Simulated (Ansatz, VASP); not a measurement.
**One calculation of BaTiO3, two programs**

```xyz
5
Lattice="3.9181 0.0000 0.0000 0.0000 3.9181 0.0000 0.0000 0.0000 3.9360" Properties=species:S:1:pos:R:3 pbc="T T T"
Ba    0.0000    0.0000    0.0101
Ti    1.9591    1.9591    1.9505
O     1.9591    1.9591    0.0446
O     1.9591    0.0000    2.0045
O     0.0000    1.9591    2.0045
```

Change from the starting cell: volume scaled by 0.94, ions relaxed.

Alike in both runs: functional PBE; k mesh 8 × 8 × 8; occupations fermi-dirac, width 0.02 eV; no spin polarisation.

Ansatz relaxed the structure, and its values are those at the end. VASP's run is a single point on that final structure, the one shown.

```csv
,VASP,Ansatz
version,VASP 6.6.1,Ansatz 0.2.0
potentials or method,"VASP PAW PBE potentials, release 64 (Ba_sv, Ti_sv, O_h)","plane-wave PAW, scalar-relativistic"
plane-wave cutoff (eV),1340,420
valence electrons in the cell,40,40
```

|  | VASP | Ansatz | Ansatz less VASP |
| --- | --- | --- | --- |
| gap on the k mesh at the Fermi level (eV) | 1.87 | 1.94 | +0.070 |
| pressure (GPa) | 16.1 | 14.0 | -2.05 |
| rms of the force components (eV/Å) | 0.005 | 0.000 | -0.0051 |

Ansatz's warnings: stress scf threshold loose.

Spin-orbit coupling is off throughout.
